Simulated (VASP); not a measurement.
Input of a VASP 6.6.1 run:

The input INCAR:

```
SYSTEM = BeTe
PREC = Accurate
ENCUT = 520
EDIFF = 1E-6
ISMEAR = -1
SIGMA = 0.05
LREAL = .FALSE.
LASPH = .TRUE.
NELM = 100
ALGO = Normal
ISIF = 2
LWAVE = .FALSE.
LCHARG = .FALSE.
GGA = PE
NBANDS = 11
```

Contents of KPOINTS:

```
regular mesh
0
G
  13 13 13
  0 0 0
```

POSCAR

```
BeTe
1.0
    0.0000000000      2.6800592576      2.6800592576
    2.6800592576      0.0000000000      2.6800592576
    2.6800592576      2.6800592576      0.0000000000
Be Te
1 1
Direct
    0.0000000000      0.0000000000      0.0000000000
    0.5000000000      0.5000000000      0.5000000000
```

Potentials or basis: VASP PAW PBE potentials, release 64 (Be, Te).

The run is started by

```bash
$ cat potpaw_PBE.64/Be/POTCAR potpaw_PBE.64/Te/POTCAR > POTCAR
$ mpirun -np 1 vasp_std > vasp.out
```

Question: Predict the pressure.

Answer: 0.1 GPa.

Question: What does it give for the band gap on the k mesh?

Answer: Zero (band 4 reaches 7.54 eV, above the bottom of band 5 at 6.36 eV).

Caveat: spin-orbit coupling is left out, which moves the levels of the heavy elements.
